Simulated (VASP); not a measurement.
Wanted: the native input for a VASP 6.6.1 run.

| Property | Result |
| --- | --- |
| Task | single point |
| Functional | PBE |
| Potentials or basis | VASP PAW PBE potentials, release 64 (Sn_d, O) |
| Cutoff | 520 eV |
| k mesh | 1 × 1 × 1 |
| Occupations | fermi-dirac, width 0.2585 eV |
| Spin | no spin polarisation |
| Dipole correction | no |
| Further INCAR settings | LREAL = Auto; ALGO = Normal; EDIFF = 1e-06; NBANDS = 107; ISYM = 0 |

The structure of SnO2 lies in POSCAR:

```
SnO2
1.0
    6.8133110000     -0.0677660000     -0.0220850000
   -0.0677660000      6.5981650000     -0.0994380000
   -0.0220850000     -0.0994380000      6.3785550000
Sn O
7 14
Direct
    0.6746269108      0.7427186057      0.9669858750
    1.0585268500      0.1272026621      0.7163058630
    0.5528421595      1.0771762884      0.4704839536
    0.0917100822      0.6833387668      0.1588035625
    0.5060001337      0.2330266991     -0.0171161459
   -0.0599821633      0.2441077340      0.2320426615
    0.3326941307      0.6249569932      0.6424607177
    0.4874372028      0.3043888259      0.2943646118
    0.7076109647      1.1606866273      0.7253556558
    0.3624522927      0.8575288428      0.8799136657
    0.1624789930      0.4396562502      0.2916986507
    0.1027806715      0.2130396706      0.9749981226
    0.6821483162     -0.0070109219      1.1898903582
   -0.0412339785      0.8842242915     -0.0141391204
    0.9792153469      1.0201244630      0.4016273446
    1.0750442023      0.5640213361      0.7623282240
    0.8156994466      0.5766035094      0.1956938557
    0.6372247212      0.6210792765      0.6707332600
    0.3400991873      0.2365502550      0.6457536503
    0.3221156817     -0.1260956675      0.4606437075
    0.3785058854      0.6638020400      0.0647092405
```

One way to write it, as run:

INCAR

```
PREC     = Accurate       # precision mode
ENCUT    = 520            # plane-wave cutoff, eV
EDIFF    = 1E-6           # SCF threshold, eV
ISMEAR   = -1             # smearing method
SIGMA    = 0.2585         # smearing width, eV
LREAL    = Auto         
LASPH    = T              # aspherical terms in the spheres
NELM     = 100            # most SCF steps
ALGO     = Normal         # electronic algorithm
ISIF     = 2              # what is computed and relaxed
LWAVE    = F              # write WAVECAR
LCHARG   = F              # write CHGCAR
GGA      = PE             # functional
NBANDS   = 107            # bands
ISYM     = 0
```

KPOINTS

```
Automatic mesh
0
Gamma
  1 1 1
```

Potentials or basis: VASP PAW PBE potentials, release 64 (Sn_d, O).

Run with:

```sh
$ cat potpaw_PBE.64/Sn_d/POTCAR potpaw_PBE.64/O/POTCAR > POTCAR
$ mpirun -np 1 vasp_gam > vasp.out
```

Results of the run:

```json
{
 "Pressure": "8.7 GPa",
 "Largest force": "7.277 eV/Å",
 "Band gap on the k mesh": "0.94 eV"
}
```

Caveat: the k points lie up to 0.99 Å⁻¹ apart; spin-orbit coupling is left out, which moves the levels of the heavy elements.

Wall time 35 s on 1 thread of AMD EPYC 9R45 (Zen 5) (shared host), peak memory 0.28 GiB.
